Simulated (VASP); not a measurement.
# SiC (Imm2) in VASP: relaxation of the atoms with PBEsol

Aim: the relaxation of the atoms of SiC with PBEsol.

Program: VASP 6.6.1. These are calculated values, not measurements. Logs are shortened: lines on timing, memory, paths and dates and some standing lists are left out, and cuts for length are marked.

### 1 The cell of the first run

Symmetry: Imm2, No. 44, orthorhombic system. The conventional cell has a = 3.050 Å, b = 3.099 Å, c = 4.313 Å, α = 90.00°, β = 90.00°, γ = 90.00°. Within 2.5 Å of Si (site symmetry mm2) lie 4 C at 1.87 to 1.89 Å. C (site symmetry mm2) has 4 Si at 1.87 to 1.89 Å within 2.5 Å.

### 2 Relaxation of the atoms, PBEsol (strained cell)

INCAR

```
SYSTEM = SiC
ALGO = Normal
EDIFF = 1E-7
EDIFFG = -0.002
ENCUT = 520
GGA = PS
GGA_COMPAT = .False.
IBRION = 2
ISIF = 2
ISMEAR = 0
LASPH = .True.
LCHARG = .False.
LREAL = .False.
LWAVE = .False.
NELM = 120
NELMIN = 4
NSW = 60
PREC = Accurate
SIGMA = 0.02
```

KPOINTS

```
k-points
0
Gamma
  10 10 10
  0 0 0
```

POSCAR

```
SiC
1.0
    0.0174276611      2.1741007265      2.1566730654
    2.1741007265      0.0174276611      2.1566730654
    2.1915283876      2.1915283876      0.0000000000
Si C
1 1
Direct
    0.0000000000      0.0000000000      0.0000000000
    0.2500000000      0.2500000000      0.2500000000
```

Potentials or basis: VASP PAW PBE potentials, release 64 (Si, C).

Started as:

```bash
cat potpaw_PBE.64/Si/POTCAR potpaw_PBE.64/C/POTCAR > POTCAR
mpirun -np 1 vasp_std > vasp.out
```

OUTCAR:

```text
SYSTEM = SiC
   EDIFF = 1E-7
   EDIFFG = -0.002
   ENCUT = 520
   GGA = PS
   IBRION = 2
   ISIF = 2
   ISMEAR = 0
   LASPH = .True.
   LREAL = .False.
   NELM = 120
   NELMIN = 4
   NSW = 60
   PREC = Accurate

 ion  position               nearest neighbor table
   1  0.000  0.000  0.000-   2 1.87   2 1.87   2 1.89   2 1.89
   2  0.250  0.250  0.250-   1 1.87   1 1.87   1 1.89   1 1.89

  LATTYP: Found a body centered orthorhombic cell.
 ALAT       =     3.0499962987
 B/A-ratio  =     1.0161616161
 C/A-ratio  =     1.4142135624

  Lattice vectors:

 A1 = (   2.1741007265,   0.0174276611,  -2.1566730654)
 A2 = (  -2.1741007265,  -0.0174276611,  -2.1566730654)
 A3 = (   0.0174276611,   2.1741007265,   2.1566730654)

Analysis of symmetry for initial positions (statically):
=====================================================================
 Subroutine PRICEL returns:
 Original cell was already a primitive cell.

 Routine SETGRP: Setting up the symmetry group for a
 body centered orthorhombic supercell.

 Subroutine GETGRP returns: Found  4 space group operations
 (whereof  4 operations were pure point group operations)
 out of a pool of  8 trial point group operations.

The static configuration has the point symmetry C_2v.

Analysis of symmetry for dynamics (positions and initial velocities):
=====================================================================
 Subroutine PRICEL returns:
 Original cell was already a primitive cell.

 Routine SETGRP: Setting up the symmetry group for a
 body centered orthorhombic supercell.

 Subroutine GETGRP returns: Found  4 space group operations
 (whereof  4 operations were pure point group operations)
 out of a pool of  8 trial point group operations.

The dynamic configuration has the point symmetry C_2v.

 Subroutine INISYM returns: Found  4 space group operations
 (whereof  4 operations are pure point group operations),
 and found     1 'primitive' translations

----------------------------------------------------------------------------------------

                                     Primitive cell

  volume of cell :      20.3866

  direct lattice vectors                    reciprocal lattice vectors
     0.017427661  2.174100726  2.156673065    -0.231838570  0.231838570  0.231838570
     2.174100726  0.017427661  2.156673065     0.231838570 -0.231838570  0.231838570
     2.191528388  2.191528388  0.000000000     0.228151277  0.228151277 -0.231838570

  length of vectors
     3.062393901  3.062393901  3.099289168     0.401556183  0.401556183  0.397309870

  position of ions in fractional coordinates (direct lattice)
     0.000000000  0.000000000  0.000000000
     0.250000000  0.250000000  0.250000000

  ion indices of the primitive-cell ions
   primitive index   ion index
                 1           1
                 2           2

----------------------------------------------------------------------------------------

 KPOINTS: k-points

Automatic generation of k-mesh.
 Grid dimensions read from file:
 generate k-points for:   10   10   10

 Generating k-lattice:

  Cartesian coordinates                     Fractional coordinates (reciprocal lattice)
    -0.023183857  0.023183857  0.023183857     0.100000000 -0.000000000  0.000000000
     0.023183857 -0.023183857  0.023183857    -0.000000000  0.100000000  0.000000000
     0.022815128  0.022815128 -0.023183857     0.000000000  0.000000000  0.100000000

  Length of vectors
     0.040155618  0.040155618  0.039730987

  Shift w.r.t. Gamma in fractional coordinates (k-lattice)
     0.000000000  0.000000000  0.000000000

 Subroutine IBZKPT returns following result:
 ===========================================

 Found    171 irreducible k-points:

 Following reciprocal coordinates:
            Coordinates               Weight
  0.000000  0.000000  0.000000      1.000000
  0.100000  0.000000  0.000000      4.000000
  0.200000  0.000000  0.000000      4.000000
  0.300000 -0.000000  0.000000      4.000000
  0.400000  0.000000  0.000000      4.000000
  0.500000  0.000000  0.000000      2.000000
[... 16 lines left out ...]
  0.300000  0.300000  0.000000      2.000000
  0.400000  0.300000  0.000000      4.000000
 [... further k-points ...]
   k-points           NKPTS =    171   k-points in BZ     NKDIM =    171   number of bands    NBANDS=      8
   number of dos      NEDOS =    301   number of ions     NIONS =      2
   total plane-waves  NPLWV =  13824
   dimension x,y,z NGX =    24 NGY =   24 NGZ =   24
   dimension x,y,z NGXF=    48 NGYF=   48 NGZF=   48
   ions per type =               1   1
   NGX,Y,Z   is equivalent  to a cutoff of  13.03, 13.03, 12.87 a.u.
   NGXF,Y,Z  is equivalent  to a cutoff of  26.06, 26.06, 25.75 a.u.
 SYSTEM =  SiC
   PREC   = accura    normal or accurate (medium, high low for compatibility)
   ISTART =      0    job   : 0-new  1-cont  2-samecut
   ICHARG =      2    charge: 1-file 2-atom 10-const
   ISPIN  =      1    spin polarized calculation?
   LNONCOLLINEAR =      F non collinear calculations
   LSORBIT =      F    spin-orbit coupling
   LASPH  =      T    aspherical Exc in radial PAW
   ENCUT  =  520.0 eV  38.22 Ry    6.18 a.u.   5.69  5.69  5.76*2*pi/ulx,y,z
   NELM   =    120;   NELMIN=  4; NELMDL= -5     # of ELM steps
   EDIFF  = 0.1E-06   stopping-criterion for ELM
   LREAL  =      F    real-space projection
   EDIFFG = -.2E-02   stopping-criterion for IOM
   NSW    =     60    number of steps for IOM
   IBRION =      2    ionic relax: 0-MD 1-quasi-New 2-CG
   NFREE  =      1    steps in history (QN), initial steepest desc. (CG)
   ISIF   =      2    stress and relaxation
   ISYM   =      2    0-nonsym 1-usesym 2-fastsym
   POTIM  = 0.5000    time-step for ionic-motion
   TEBEG  =    0.0;   TEEND  =   0.0 temperature during run
   PSTRESS=    0.0 pullay stress
   NELECT =       8.0000    total number of electrons
   NUPDOWN=      -1.0000    fix difference up-down
   EMIN   =  10.00;   EMAX   =-10.00  energy-range for DOS
   EFERMI =   0.00;   METHOD = LEGACY
   ISMEAR =     0;   SIGMA  =   0.02  broadening in eV -4-tet -1-fermi 0-gaus
   EFERMI_NEDOS =   21; number of points for ismear=-14 and -15
   IALGO  =     38    algorithm
   IMIX   =      4    mixing-type and parameters
     AMIX     =   0.40;   BMIX     =  1.00
     AMIX_MAG =   1.60;   BMIX_MAG =  1.00
  volume/ion in A,a.u.               =      10.19        68.79
  Fermi-wavevector in a.u.,A,eV,Ry     =   1.198550  2.264932 19.545078  1.436523
  Thomas-Fermi vector in A             =   2.334436
   LORBIT       =      0    0 simple, 1 ext, 2 COOP (PROOUT), +10 PAW based schemes
   GGA     = PS    functional components
   LHFCALC =     F    Hartree Fock is set to
   AEXX    =    0.0000 exact exchange contribution
   IVDW    =     0    specifies the selected vdW correction
   LEPSILON=     F    determine dielectric tensor
   LRPA    =     F    only Hartree local field effects (RPA)
 conjugate gradient relaxation of ions
 non-spin polarized calculation
 Gauss-broadening in eV      SIGMA  =   0.02
  energy-cutoff  :      520.00
  volume of cell :       20.39
 maximum number of plane-waves:       560
   NGX = 11   NGY = 11   NGZ = 11

--------------------------------------- Ionic step        1  -------------------------------------------

 number of electron       8.0000000 magnetization

 Free energy of the ion-electron system (eV)
  ---------------------------------------------------
  ext. energy  EPLUGINS =         0.00000000
  ---------------------------------------------------
  free energy    TOTEN  =       -15.90607967 eV

  energy without entropy =      -15.90607967  energy(sigma->0) =      -15.90607967

------------------------ aborting loop because EDIFF is reached ----------------------------------------

  FORCE on cell =-STRESS in cart. coord.  units (eV):
  Direction    XX          YY          ZZ          XY          YZ          ZX
  --------------------------------------------------------------------------------------
  -------------------------------------------------------------------------------------
  Total        0.3783889      0.3783889      0.6251968     -0.5771888     -0.0000000     -0.0000000
  in kB       29.7374160     29.7374160     49.1339429    -45.3610157     -0.0000000     -0.0000000
  external PRESSURE =      36.2029250 kB  Pullay stress =       0.0000000 kB

 VOLUME and BASIS-vectors are now :
 -----------------------------------------------------------------------------
  energy-cutoff  :      520.00
  volume of cell :       20.39
      direct lattice vectors                 reciprocal lattice vectors
     0.017427661  2.174100726  2.156673065    -0.231838570  0.231838570  0.231838570
     2.174100726  0.017427661  2.156673065     0.231838570 -0.231838570  0.231838570
     2.191528388  2.191528388  0.000000000     0.228151277  0.228151277 -0.231838570
[... 37 lines left out ...]
 POSITION                                       TOTAL-FORCE (eV/Angst)
 -----------------------------------------------------------------------------------
      2.19153      2.19153      0.00726         0.000000      0.000000     -0.136471
      1.09576      1.09576      1.07107        -0.000000     -0.000000      0.136471
 -----------------------------------------------------------------------------------
    total drift:                                0.000000      0.000000     -0.000017

  FREE ENERGIE OF THE ION-ELECTRON SYSTEM (eV)
  ---------------------------------------------------
  free  energy   TOTEN  =       -15.9061804966 eV

  energy  without entropy=      -15.9061804966  energy(sigma->0) =      -15.90618050

--------------------------------------- Ionic step        3  -------------------------------------------

 number of electron       8.0000000 magnetization

 Free energy of the ion-electron system (eV)
  ---------------------------------------------------
  ext. energy  EPLUGINS =         0.00000000
  ---------------------------------------------------
  free energy    TOTEN  =       -15.90665226 eV

  energy without entropy =      -15.90665226  energy(sigma->0) =      -15.90665226

 E-fermi :   8.4665     XC(G=0): -11.5692

 val. band max:        8.2912969612   @ k =   0.0000   0.0000   0.0000
 cond. band min:       9.3824959550   @ k =   0.5000   0.5000   0.0000
 fundamental gap:      1.0911989937
 Fermi energy:         8.4665031705

 k-point     1 :       0.0000    0.0000    0.0000
  band No.  band energies     occupation
      1      -7.3172      2.00000
      2       8.1258      2.00000
      3       8.2588      2.00000
      4       8.2913      2.00000
      5      14.5222      0.00000
      6      15.4072      0.00000
      7      15.6212      0.00000
      8      15.7501      0.00000

 k-point     2 :       0.1000    0.0000    0.0000
  band No.  band energies     occupation
      1      -7.1163      2.00000
      2       7.2766      2.00000
      3       7.9853      2.00000
      4       8.1314      2.00000
      5      14.6800      0.00000
      6      15.6624      0.00000
      7      15.8823      0.00000
      8      16.0677      0.00000
[... 221 lines left out ...]
 k-point    23 :       0.3000    0.3000    0.0000
  band No.  band energies     occupation
      1      -4.9829      2.00000
      2       3.9150      2.00000
      3       5.6392      2.00000
      4       5.9101      2.00000
      5      11.2810      0.00000
      6      13.7307      0.00000
      7      19.7900      0.00000
      8      19.8654      0.00000

 k-point    24 :       0.4000    0.3000    0.0000
  band No.  band energies     occupation
      1      -4.0864      2.00000
      2       2.6885      2.00000
      3       5.0822      2.00000
      4       5.3671      2.00000
      5      10.9039      0.00000
      6      13.7976      0.00000
      7      19.9651      0.00000
      8      20.1745      0.00000

 [... further k-points ...]

------------------------ aborting loop because EDIFF is reached ----------------------------------------

  FORCE on cell =-STRESS in cart. coord.  units (eV):
  Direction    XX          YY          ZZ          XY          YZ          ZX
  --------------------------------------------------------------------------------------
  -------------------------------------------------------------------------------------
  Total        0.3730039      0.3730039      0.6192766     -0.5058640     -0.0000000     -0.0000000
  in kB       29.3142157     29.3142157     48.6686770    -39.7556306     -0.0000000     -0.0000000
  external PRESSURE =      35.7657028 kB  Pullay stress =       0.0000000 kB

 VOLUME and BASIS-vectors are now :
 -----------------------------------------------------------------------------
  energy-cutoff  :      520.00
  volume of cell :       20.39
      direct lattice vectors                 reciprocal lattice vectors
     0.017427661  2.174100726  2.156673065    -0.231838570  0.231838570  0.231838570
     2.174100726  0.017427661  2.156673065     0.231838570 -0.231838570  0.231838570
     2.191528388  2.191528388  0.000000000     0.228151277  0.228151277 -0.231838570

 POSITION                                       TOTAL-FORCE (eV/Angst)
 -----------------------------------------------------------------------------------
      2.19153      2.19153      0.00381         0.000000      0.000000     -0.000043
      1.09576      1.09576      1.07453        -0.000000     -0.000000      0.000043
 -----------------------------------------------------------------------------------
    total drift:                                0.000000      0.000000      0.000080

  FREE ENERGIE OF THE ION-ELECTRON SYSTEM (eV)
  ---------------------------------------------------
  free  energy   TOTEN  =       -15.9066522615 eV

  energy  without entropy=      -15.9066522615  energy(sigma->0) =      -15.90665226

 reached required accuracy - stopping structural energy minimisation
```

It took 65 s on 1 thread of Oxide Virtual Turin-like, shared host; peak memory 0.12 GiB.

What came out:

| Property | Result |
| --- | --- |
| Free energy | -15.9067 eV |
| Energy gained by relaxing | 0.3 meV/atom |
| Ionic steps | 3 |
| Pressure after relaxing | 3.6 GPa |
| Band gap on the k mesh | 1.09 eV (least direct gap 4.31 eV) |

The path:
```
step  energy change (eV)  largest force (eV/Å)  pressure (GPa)
   1              0.0000                0.1505            3.62
   2             -0.0001                0.1365            3.55
   3             -0.0006                0.0000            3.58
```

Final structure:
```cif
data_structure
_symmetry_space_group_name_H-M 'P 1'
_symmetry_Int_Tables_number 1
_cell_length_a 3.0624
_cell_length_b 3.0624
_cell_length_c 3.0993
_cell_angle_alpha 59.601
_cell_angle_beta 59.601
_cell_angle_gamma 59.732
_cell_volume 20.39
loop_
_atom_site_label
_atom_site_type_symbol
_atom_site_fract_x
_atom_site_fract_y
_atom_site_fract_z
_atom_site_occupancy
Si1 Si 0.00088 0.00088 0.99912 1
C1 C 0.24912 0.24912 0.25088 1
```

Caveat: the cell differs from its parent crystal (strained cell); the PAW data sets were made with another functional, which shifts forces and pressure a little. A k mesh can miss the band edges.
